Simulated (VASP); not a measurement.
# MgO (P-6m2) in VASP: notebook

The runs below take MgO through single point, with PBEsol.

Everything below comes from runs of VASP 6.6.1. Logs are shortened: lines on timing, memory, paths and dates and some standing lists are left out, and cuts for length are marked.

**1. The cell of the first run**

Symmetry: P-6m2, No. 187, hexagonal system. Conventional cell: a = 3.043 Å, b = 3.043 Å, c = 2.498 Å, α = 90.00°, β = 90.00°, γ = 120.00°. Within 2.9 Å of Mg (site symmetry -6m2) lie 6 O at 2.16 Å and 2 Mg at 2.50 Å. Within 2.9 Å of O (site symmetry -6m2) lie 6 Mg at 2.16 Å and 2 O at 2.50 Å.

**2. Single point, PBEsol**

INCAR reads:

```
PREC     = Accurate       # precision mode
ENCUT    = 600            # plane-wave cutoff, eV
EDIFF    = 1E-6           # SCF threshold, eV
ISMEAR   = -1             # smearing method
SIGMA    = 0.05           # smearing width, eV
LREAL    = F              # projectors in reciprocal space
LASPH    = T              # aspherical terms in the spheres
NELM     = 120            # most SCF steps
ALGO     = Normal         # electronic algorithm
ISIF     = 2              # what is computed and relaxed
LWAVE    = F              # write WAVECAR
LCHARG   = F              # write CHGCAR
GGA      = PS             # functional
NBANDS   = 11             # bands
GGA_COMPAT= F
```

KPOINTS reads:

```
Automatic mesh
0
Gamma
  7 7 7
```

POSCAR reads:

```
MgO
1.0
    3.0430381181      0.0000000000      0.0000000000
   -1.5215185412      2.6353484985      0.0000000000
    0.0000000000      0.0000000000      2.4979166405
Mg O
1 1
Direct
    0.0000000000      0.0000000000      0.0000000000
    0.3333333333      0.6666666667      0.5000000000
```

Potentials or basis: VASP PAW PBE potentials, release 64 (Mg, O).

Launch:

```
cat potpaw_PBE.64/Mg/POTCAR potpaw_PBE.64/O/POTCAR > POTCAR
mpirun -np 1 vasp_std > vasp.out
```

OUTCAR:

```text
PREC = Accurate
   ENCUT = 600
   EDIFF = 1E-6
   ISMEAR = -1
   LREAL = F
   LASPH = T
   NELM = 120
   ISIF = 2
   GGA = PS

 ion  position               nearest neighbor table
   1  0.000  0.000  0.000-   2 2.16   2 2.16   2 2.16   2 2.16   2 2.16   2 2.16
   2  0.333  0.667  0.500-   1 2.16   1 2.16   1 2.16   1 2.16   1 2.16   1 2.16

  LATTYP: Found a hexagonal cell.
 ALAT       =     3.0430381181
 C/A-ratio  =     0.8208627508

  Lattice vectors:

 A1 = (   3.0430381181,   0.0000000000,   0.0000000000)
 A2 = (  -1.5215185412,   2.6353484985,   0.0000000000)
 A3 = (   0.0000000000,   0.0000000000,   2.4979166405)

Analysis of symmetry for initial positions (statically):
=====================================================================
 Subroutine PRICEL returns:
 Original cell was already a primitive cell.

 Routine SETGRP: Setting up the symmetry group for a
 hexagonal supercell.

 Subroutine GETGRP returns: Found 12 space group operations
 (whereof 12 operations were pure point group operations)
 out of a pool of 24 trial point group operations.

The static configuration has the point symmetry D_3h.

Analysis of symmetry for dynamics (positions and initial velocities):
=====================================================================
 Subroutine PRICEL returns:
 Original cell was already a primitive cell.

 Routine SETGRP: Setting up the symmetry group for a
 hexagonal supercell.

 Subroutine GETGRP returns: Found 12 space group operations
 (whereof 12 operations were pure point group operations)
 out of a pool of 24 trial point group operations.

The dynamic configuration has the point symmetry D_3h.

 Subroutine INISYM returns: Found 12 space group operations
 (whereof 12 operations are pure point group operations),
 and found     1 'primitive' translations

----------------------------------------------------------------------------------------

                                     Primitive cell

  volume of cell :      20.0320

  direct lattice vectors                    reciprocal lattice vectors
     3.043038118  0.000000000  0.000000000     0.328618953  0.189728163  0.000000000
    -1.521518541  2.635348498  0.000000000     0.000000000  0.379456455  0.000000000
     0.000000000  0.000000000  2.497916641     0.000000000  0.000000000  0.400333616

  length of vectors
     3.043038118  3.043038018  2.497916641     0.379456443  0.379456455  0.400333616

  position of ions in fractional coordinates (direct lattice)
     0.000000000  0.000000000  0.000000000
     0.333333333  0.666666667  0.500000000

  ion indices of the primitive-cell ions
   primitive index   ion index
                 1           1
                 2           2

----------------------------------------------------------------------------------------

 KPOINTS: Automatic mesh

Automatic generation of k-mesh.
 Grid dimensions read from file:
 generate k-points for:    7    7    7

 Generating k-lattice:

  Cartesian coordinates                     Fractional coordinates (reciprocal lattice)
     0.046945565  0.027104023  0.000000000     0.142857143 -0.000000000  0.000000000
     0.000000000  0.054208065  0.000000000     0.000000000  0.142857143  0.000000000
     0.000000000  0.000000000  0.057190517     0.000000000  0.000000000  0.142857143

  Length of vectors
     0.054208063  0.054208065  0.057190517

  Shift w.r.t. Gamma in fractional coordinates (k-lattice)
     0.000000000  0.000000000  0.000000000

 Subroutine IBZKPT returns following result:
 ===========================================

 Found     32 irreducible k-points:

 Following reciprocal coordinates:
            Coordinates               Weight
  0.000000  0.000000  0.000000      1.000000
  0.142857  0.000000  0.000000      6.000000
  0.285714  0.000000  0.000000      6.000000
  0.428571  0.000000  0.000000      6.000000
  0.142857  0.142857  0.000000      6.000000
  0.285714  0.142857  0.000000     12.000000
[... 16 lines left out ...]
  0.428571  0.142857  0.285714     12.000000
  0.285714  0.285714  0.285714     12.000000
 [... further k-points ...]
   k-points           NKPTS =     32   k-points in BZ     NKDIM =     32   number of bands    NBANDS=     11
   number of dos      NEDOS =    301   number of ions     NIONS =      2
   total plane-waves  NPLWV =  11520
   dimension x,y,z NGX =    24 NGY =   24 NGZ =   20
   dimension x,y,z NGXF=    48 NGYF=   48 NGZF=   40
   ions per type =               1   1
   NGX,Y,Z   is equivalent  to a cutoff of  13.11, 13.11, 13.31 a.u.
   NGXF,Y,Z  is equivalent  to a cutoff of  26.22, 26.22, 26.62 a.u.
 SYSTEM =  unknown system
   PREC   = accura    normal or accurate (medium, high low for compatibility)
   ISTART =      0    job   : 0-new  1-cont  2-samecut
   ICHARG =      2    charge: 1-file 2-atom 10-const
   ISPIN  =      1    spin polarized calculation?
   LNONCOLLINEAR =      F non collinear calculations
   LSORBIT =      F    spin-orbit coupling
   LASPH  =      T    aspherical Exc in radial PAW
   ENCUT  =  600.0 eV  44.10 Ry    6.64 a.u.   6.08  6.08  4.99*2*pi/ulx,y,z
   NELM   =    120;   NELMIN=  2; NELMDL= -5     # of ELM steps
   EDIFF  = 0.1E-05   stopping-criterion for ELM
   LREAL  =      F    real-space projection
   EDIFFG = 0.1E-04   stopping-criterion for IOM
   NSW    =      0    number of steps for IOM
   IBRION =     -1    ionic relax: 0-MD 1-quasi-New 2-CG
   NFREE  =      0    steps in history (QN), initial steepest desc. (CG)
   ISIF   =      2    stress and relaxation
   ISYM   =      2    0-nonsym 1-usesym 2-fastsym
   POTIM  = 0.5000    time-step for ionic-motion
   TEBEG  =    0.0;   TEEND  =   0.0 temperature during run
   PSTRESS=    0.0 pullay stress
   NELECT =       8.0000    total number of electrons
   NUPDOWN=      -1.0000    fix difference up-down
   EMIN   =  10.00;   EMAX   =-10.00  energy-range for DOS
   EFERMI =   0.00;   METHOD = LEGACY
   ISMEAR =    -1;   SIGMA  =   0.05  broadening in eV -4-tet -1-fermi 0-gaus
   EFERMI_NEDOS =   21; number of points for ismear=-14 and -15
   IALGO  =     38    algorithm
   IMIX   =      4    mixing-type and parameters
     AMIX     =   0.40;   BMIX     =  1.00
     AMIX_MAG =   1.60;   BMIX_MAG =  1.00
  volume/ion in A,a.u.               =      10.02        67.59
  Fermi-wavevector in a.u.,A,eV,Ry     =   1.205583  2.278221 19.775113  1.453430
  Thomas-Fermi vector in A             =   2.341275
   LORBIT       =      0    0 simple, 1 ext, 2 COOP (PROOUT), +10 PAW based schemes
   GGA     = PS    functional components
   LHFCALC =     F    Hartree Fock is set to
   AEXX    =    0.0000 exact exchange contribution
   IVDW    =     0    specifies the selected vdW correction
   LEPSILON=     F    determine dielectric tensor
   LRPA    =     F    only Hartree local field effects (RPA)
 non-spin polarized calculation
  energy-cutoff  :      600.00
  volume of cell :       20.03
 maximum number of plane-waves:       680
   NGX = 13   NGY = 13   NGZ =  9

 number of electron       8.0000002 magnetization

 Free energy of the ion-electron system (eV)
  ---------------------------------------------------
  ext. energy  EPLUGINS =         0.00000000
  ---------------------------------------------------
  free energy    TOTEN  =       -11.57363332 eV

  energy without entropy =      -11.57363332  energy(sigma->0) =      -11.57363332

 E-fermi :   5.1221     XC(G=0): -10.9297

 val. band max:        4.0576558234   @ k =   0.2857   0.2857   0.0000
 cond. band min:       6.0271354561   @ k =   0.0000   0.0000   0.0000
 fundamental gap:      1.9694796326
 Fermi energy:         5.1220967178

 k-point     1 :       0.0000    0.0000    0.0000
  band No.  band energies     occupation
      1     -14.2248      2.00000
      2       2.0736      2.00000
      3       2.0736      2.00000
      4       3.8296      2.00000
      5       6.0271      0.00000
      6      15.6070      0.00000
      7      17.1628      0.00000
      8      17.1628      0.00000
      9      22.3124      0.00000
     10      25.6589      0.00000
     11      25.6589      0.00000

 k-point     2 :       0.1429    0.0000    0.0000
  band No.  band energies     occupation
      1     -14.0727      2.00000
      2       0.9555      2.00000
      3       1.9389      2.00000
      4       3.8675      2.00000
      5       7.2039      0.00000
      6      14.2709      0.00000
      7      17.5861      0.00000
      8      17.7256      0.00000
      9      23.6273      0.00000
     10      25.8838      0.00000
     11      26.0401      0.00000

 k-point     3 :       0.2857    0.0000    0.0000
  band No.  band energies     occupation
      1     -13.7058      2.00000
      2      -0.7206      2.00000
      3       1.6555      2.00000
      4       3.9549      2.00000
      5       8.8213      0.00000
      6      12.8986      0.00000
      7      18.0281      0.00000
      8      19.0089      0.00000
      9      23.9626      0.00000
     10      25.3332      0.00000
     11      26.8151      0.00000

 k-point     4 :       0.4286    0.0000    0.0000
  band No.  band energies     occupation
      1     -13.3805      2.00000
      2      -1.7856      2.00000
      3       1.4449      2.00000
      4       4.0273      2.00000
      5       9.2791      0.00000
      6      13.0797      0.00000
      7      17.6722      0.00000
      8      20.0098      0.00000
      9      24.7226      0.00000
     10      25.0828      0.00000
     11      28.9826      0.00000
[... 239 lines left out ...]
 k-point    22 :       0.2857    0.1429    0.2857
  band No.  band energies     occupation
      1     -12.7852      2.00000
      2      -0.3353      2.00000
      3       0.9107      2.00000
      4       1.5622      2.00000
      5      10.5336      0.00000
      6      13.4233      0.00000
      7      16.9574      0.00000
      8      19.0211      0.00000
      9      19.7136      0.00000
     10      23.7848      0.00000
     11      26.4951      0.00000

 k-point    23 :       0.4286    0.1429    0.2857
  band No.  band energies     occupation
      1     -12.6508      2.00000
      2      -0.6789      2.00000
      3       1.0256      2.00000
      4       1.3646      2.00000
      5      10.5517      0.00000
      6      13.2152      0.00000
      7      17.6835      0.00000
      8      18.2923      0.00000
      9      19.6325      0.00000
     10      24.6076      0.00000
     11      26.0096      0.00000

 k-point    24 :       0.2857    0.2857    0.2857
  band No.  band energies     occupation
      1     -12.6202      2.00000
      2      -0.2710      2.00000
      3       0.6054      2.00000
      4       1.0954      2.00000
      5      10.8142      0.00000
      6      13.7985      0.00000
      7      17.1494      0.00000
      8      18.2653      0.00000
      9      19.1319      0.00000
     10      24.0734      0.00000
     11      27.8057      0.00000

 [... further k-points ...]

------------------------ aborting loop because EDIFF is reached ----------------------------------------

  FORCE on cell =-STRESS in cart. coord.  units (eV):
  Direction    XX          YY          ZZ          XY          YZ          ZX
  --------------------------------------------------------------------------------------
  -------------------------------------------------------------------------------------
  Total       -2.4721573     -2.4721577      4.6004570     -0.0000005     -0.0000000      0.0000000
  in kB     -197.7257828   -197.7258104    367.9494601     -0.0000389     -0.0000000      0.0000000
  external PRESSURE =      -9.1673777 kB  Pullay stress =       0.0000000 kB

 VOLUME and BASIS-vectors are now :
 -----------------------------------------------------------------------------
  energy-cutoff  :      600.00
  volume of cell :       20.03
      direct lattice vectors                 reciprocal lattice vectors
     3.043038118  0.000000000  0.000000000     0.328618953  0.189728163  0.000000000
    -1.521518541  2.635348498  0.000000000     0.000000000  0.379456455  0.000000000
     0.000000000  0.000000000  2.497916641     0.000000000  0.000000000  0.400333616

 POSITION                                       TOTAL-FORCE (eV/Angst)
 -----------------------------------------------------------------------------------
      0.00000      0.00000      0.00000        -0.000000     -0.000000      0.000000
      0.00000      1.75690      1.24896         0.000000      0.000000      0.000000
 -----------------------------------------------------------------------------------
    total drift:                                0.000010     -0.000004     -0.000000

  FREE ENERGIE OF THE ION-ELECTRON SYSTEM (eV)
  ---------------------------------------------------
  free  energy   TOTEN  =       -11.5736333243 eV

  energy  without entropy=      -11.5736333242  energy(sigma->0) =      -11.57363332
```

Wall time 3 s (1 thread of Intel Xeon 6975P-C (Granite Rapids), shared host); peak memory 0.13 GiB.

What came out:

| Quantity | Value |
| --- | --- |
| Free energy | -11.5736 eV |
| Pressure | -0.9 GPa |
| Band gap on the k mesh | 1.97 eV, indirect (least direct gap 2.20 eV) |

Caveat: the PAW data sets were made with another functional, which shifts forces and pressure a little. Expect the measured gap to be larger: semilocal functionals such as PBEsol lack the derivative discontinuity.

[end of part 1 of 2]
